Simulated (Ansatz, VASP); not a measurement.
# Two plane-wave programs on W

Contents of INCAR:

```
ALGO = Fast ; EDIFF = 1E-7
ENCUT = 520 ; GGA = PS
ISIF = 2 ; ISMEAR = 0
LASPH = True ; LCHARG = True
LELF = True ; LREAL = False
LVHAR = True ; LWAVE = False
NBANDS = 13 ; NELM = 80
PREC = Accurate ; SIGMA = 0.15
```

KPOINTS

```
k-points
0
Gamma
  20 20 20
```

The input POSCAR:

```
W
1.0
    0.0000000000      2.0300000000      2.0097000000
    2.0300000000      0.0000000000      2.0097000000
    2.0300000000      2.0300000000      0.0000000000
W
1
Direct
    0.0000000000      0.0000000000      0.0000000000
```

Input for Ansatz:

```yaml
crystal:
  lattice:
    - [0.0, 2.03, 2.0097]
    - [2.03, 0.0, 2.0097]
    - [2.03, 2.03, 0.0]
  atoms:
    - { symbol: W, position: [0.0, 0.0, 0.0] }
basis:
  ecutwfc: 420
kpoints:
  mp_grid: { grid: [20, 20, 20] }
hamiltonian:
  xc: pbesol
scf:
  occupations: { method: gaussian, width: 0.15 }
output:
  forces: true
  stress: true
  eigenvalues: true
```

Change from the starting cell: strain -0.0100 x Voigt [0, 0, 1, 0, 0, 0], atoms carried along.

Alike in both runs: task single point; functional PBEsol; k mesh 20 × 20 × 20; occupations gaussian, width 0.15 eV; no spin polarisation.

|  | VASP | Ansatz |
| --- | --- | --- |
| version | VASP 6.6.1 | Ansatz 0.2.0 |
| potentials or method | VASP PAW PBE potentials, release 64 (W_sv), cutoff 520 eV | scalar-relativistic, plane waves, PAW |
| valence electrons in the cell | 14 | 14 |

|  | VASP | Ansatz | Ansatz less VASP |
| --- | --- | --- | --- |
| gap on the k mesh at the Fermi level (eV) | none | none | - |
| pressure (GPa) | -9.5 | -10.1 | -0.52 |
| traceless stress, the component that is largest in VASP (GPa) | -2.37 | -2.34 | +0.025 |

VASP's potentials were made for PBE, not for PBEsol. A gap of «none» marks a metal or a gap that the smearing closes.

Spin-orbit coupling is off throughout.
